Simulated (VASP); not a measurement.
A run of VASP 6.6.1 is set up as follows.

INCAR

```
  PREC = Accurate
  ENCUT = 520
  EDIFF = 1E-7
  ISMEAR = 0
  SIGMA = 0.1
  LREAL = False
  LASPH = True
  NELM = 100
  ALGO = Normal
  ISIF = 2
  LWAVE = False
  LCHARG = False
  GGA = PE
  NBANDS = 20
```

The input KPOINTS:

```
Automatic mesh
0
Gamma
  4 4 6
```

File POSCAR:

```
Li2P
1.0
    3.9837479243      0.0000000000      0.0000000000
    0.0000000000      7.4456153865      0.0000000000
    0.0000000000      0.0000000000      2.7163377110
Li P
4 2
Direct
    0.0000512160      0.3408120335      0.0000000000
    0.9999487840      0.6591879665      0.0000000000
    0.5000512160      0.1591879665      0.5000000000
    0.4999487840      0.8408120335      0.5000000000
    0.0000000000      0.0000000000      0.0000000000
    0.5000000000      0.5000000000      0.5000000000
```

Potentials or basis: VASP PAW PBE potentials, release 64 (Li_sv, P).

The run is started by

```sh
$ cat potpaw_PBE.64/Li_sv/POTCAR potpaw_PBE.64/P/POTCAR > POTCAR
$ mpirun -np 1 vasp_std > vasp.out
```

Q: What does it give for the band gap on the k mesh?

A: Zero (band 11 reaches 7.87 eV, above the bottom of band 12 at 2.65 eV).

Q: Estimate the largest force.

A: 0.006 eV/Å.

Forces in eV/Å, atoms in the order of the input:
```
Li   0.000  0.006  0.000
Li   0.000 -0.006  0.000
Li   0.000 -0.006  0.000
Li   0.000  0.006  0.000
P    0.000  0.000  0.000
P    0.000  0.000  0.000
```

Caveat: the k points lie up to 0.39 Å⁻¹ apart.
